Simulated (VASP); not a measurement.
A run of VASP 6.6.1 is set up as follows.

INCAR

```
PREC     = Accurate       # precision mode
ENCUT    = 520            # plane-wave cutoff, eV
EDIFF    = 1E-7           # SCF threshold, eV
ISMEAR   = -1             # smearing method
SIGMA    = 0.13605693000000002 # smearing width, eV
LREAL    = False          # projectors in reciprocal space
LASPH    = True           # aspherical terms in the spheres
NELM     = 60             # most SCF steps
ALGO     = Normal         # electronic algorithm
ISIF     = 2              # what is computed and relaxed
LWAVE    = False          # write WAVECAR
LCHARG   = False          # write CHGCAR
GGA      = PS             # functional
NBANDS   = 10             # bands
```

KPOINTS

```
regular mesh
0
Gamma
  9 9 9
```

POSCAR

```
K
1.0
    0.0000000000      3.2968749111      3.2968749111
    3.2968749111      0.0000000000      3.2968749111
    3.2968749111      3.2968749111      0.0000000000
K
1
Direct
    0.0000000000      0.0000000000      0.0000000000
```

Potentials or basis: VASP PAW PBE potentials, release 64 (K_sv).

Launch:

```bash
$ cat potpaw_PBE.64/K_sv/POTCAR > POTCAR
$ mpirun -np 1 vasp_std > vasp.out
```

Q: Estimate the pressure.

A: 0.0 GPa.

Caveat: the PAW data sets were made with another functional, which shifts forces and pressure a little.
